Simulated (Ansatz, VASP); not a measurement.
## Two plane-wave programs on KI

Contents of POSCAR:

```
KI
1.0
    0.0000000000      3.5445661401      3.5445661401
    3.5445661401      0.0000000000      3.5445661401
    3.5445661401      3.5445661401      0.0000000000
K I
1 1
Direct
    0.0000000000      0.0000000000      0.0000000000
    0.5000000000      0.5000000000      0.5000000000
```

The input INCAR.step1:

```
PREC     = Accurate       # precision mode
ENCUT    = 520            # plane-wave cutoff, eV
ISMEAR   = 1              # smearing method
SIGMA    = 0.5            # smearing width, eV
LREAL    = F              # projectors in reciprocal space
LASPH    = T              # aspherical terms in the spheres
NELM     = 60             # most SCF steps
NBANDS   = 15             # bands
GGA      = PE             # functional
ALGO     = Normal         # electronic algorithm
EDIFF    = 1E-4           # SCF threshold, eV
LWAVE    = T              # write WAVECAR
LCHARG   = F              # write CHGCAR
```

INCAR.step2

```
PREC     = Accurate       # precision mode
ENCUT    = 520            # plane-wave cutoff, eV
EDIFF    = 1E-6           # SCF threshold, eV
ISMEAR   = 1              # smearing method
SIGMA    = 0.5            # smearing width, eV
LREAL    = F              # projectors in reciprocal space
LASPH    = T              # aspherical terms in the spheres
NELM     = 60             # most SCF steps
ALGO     = Normal         # electronic algorithm
ISIF     = 2              # what is computed and relaxed
LWAVE    = F              # write WAVECAR
LCHARG   = T              # write CHGCAR
METAGGA  = R2SCAN         # meta-GGA
LMIXTAU  = T            
LELF     = T              # ELF
LVHAR    = T            
NBANDS   = 15             # bands
ISTART   = 1
```

KPOINTS

```
Automatic mesh
0
Gamma
  4 4 4
```

Input for Ansatz:

```yaml
crystal:
  lattice:
    - [0.0, 3.5445661401, 3.5445661401]
    - [3.5445661401, 0.0, 3.5445661401]
    - [3.5445661401, 3.5445661401, 0.0]
  atoms:
    - { symbol: K, position: [0.0, 0.0, 0.0] }
    - { symbol: I, position: [0.5, 0.5, 0.5] }
kpoints:
  mp_grid: { grid: [4, 4, 4] }
hamiltonian:
  xc: r2scan
scf:
  occupations: { method: methfessel_paxton, width: 0.5 }
  n_extra_bands: 4
output:
  forces: true
  stress: true
  eigenvalues: true
```

Alike in both runs: task single point; functional r2SCAN; k mesh 4 × 4 × 4; occupations methfessel-paxton of order 1, width 0.5 eV; no spin polarisation.

|  | VASP | Ansatz |
| --- | --- | --- |
| version | VASP 6.6.1 | Ansatz 0.2.0 |
| potentials or method | VASP PAW PBE potentials, release 64 (K_sv, I) | plane waves |
| plane-wave cutoff (eV) | 520 | 500 |
| valence electrons in the cell | 16 | 26 |

```csv
,VASP,Ansatz,Ansatz less VASP
pressure (GPa),-0.1,0.0,+0.11
```

VASP's potentials were made for PBE, not for r2SCAN. The functional is the same, so the differences come from potentials, cutoffs and numerics. VASP's potentials hold 16 valence electrons a cell and Ansatz's 26, so a difference there can come from the potentials and not from the codes.

Neither program's run includes spin-orbit coupling.
